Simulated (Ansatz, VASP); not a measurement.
**WS2: VASP beside Ansatz**

Contents of INCAR:

```
SYSTEM = WS2
PREC     = Accurate       ! precision mode
ENCUT    = 520            ! plane-wave cutoff, eV
EDIFF    = 1E-6           ! SCF threshold, eV
ISMEAR   = 0              ! smearing method
SIGMA    = 0.05           ! smearing width, eV
LREAL    = .False.        ! projectors in reciprocal space
LASPH    = .True.         ! aspherical terms in the spheres
NELM     = 80             ! most SCF steps
ALGO     = Normal         ! electronic algorithm
ISIF     = 2              ! what is computed and relaxed
LWAVE    = .False.        ! write WAVECAR
LCHARG   = .False.        ! write CHGCAR
GGA      = PS             ! functional
NBANDS   = 20             ! bands
```

File KPOINTS:

```
regular mesh
0
Gamma
  12 12 12
  0 0 0
```

POSCAR

```
WS2
1.0
    1.5974104533      0.9222653552      6.5615786845
   -1.5974104533      0.9222653552      6.5615786845
    0.0000000000     -1.8445307105      6.5615786845
W S
1 2
Direct
    0.9993284863      0.9993284863      0.9993284863
    0.7479630314      0.7479630314      0.7479630314
    0.5840084823      0.5840084823      0.5840084823
```

Input for Ansatz:

```yaml
crystal:
  lattice:
    - [1.5974104533, 0.9222653552, 6.5615786845]
    - [-1.5974104533, 0.9222653552, 6.5615786845]
    - [0.0, -1.8445307105, 6.5615786845]
  atoms:
    - { symbol: W, position: [0.9993284863, 0.9993284863, 0.9993284863] }
    - { symbol: S, position: [0.7479630314, 0.7479630314, 0.7479630314] }
    - { symbol: S, position: [0.5840084823, 0.5840084823, 0.5840084823] }
basis:
  ecutwfc: 420
kpoints:
  mp_grid: { grid: [12, 12, 12] }
hamiltonian:
  xc: pbesol
scf:
  occupations: { method: gaussian, width: 0.05 }
output:
  forces: true
  stress: true
  eigenvalues: true
```

Change from the starting cell: strain +0.015 along x and y, +0.030 along z, atoms carried along.

Alike in both runs: task single point; functional PBEsol; k mesh 12 × 12 × 12; occupations gaussian, width 0.05 eV; no spin polarisation.

|  | VASP | Ansatz |
| --- | --- | --- |
| version | VASP 6.6.1 | Ansatz 0.2.0 |
| potentials or method | VASP PAW PBE potentials, release 64 (W_sv, S), cutoff 520 eV | scalar-relativistic, plane waves, PAW |
| valence electrons in the cell | 26 | 26 |

VASP gave:

```
gap on the k mesh at the Fermi level (eV)                     : 1.23
least direct gap on the mesh (eV)                             : 1.88
pressure (GPa)                                                : -8.6
traceless stress, the component that is largest in VASP (GPa) : -2.03
rms of the force components (eV/Å)                            : 0.543
```

Problem. Which values does Ansatz return?

Solution. gap on the k mesh at the Fermi level (eV): 1.22; least direct gap on the mesh (eV): 1.87; pressure (GPa): -8.7; traceless stress, the component that is largest in VASP (GPa): -2.05; rms of the force components (eV/Å): 0.551.

VASP's potentials were made for PBE, not for PBEsol. Atom by atom the forces differ by 0.008 eV/Å (rms over components).

Neither program's run includes spin-orbit coupling.
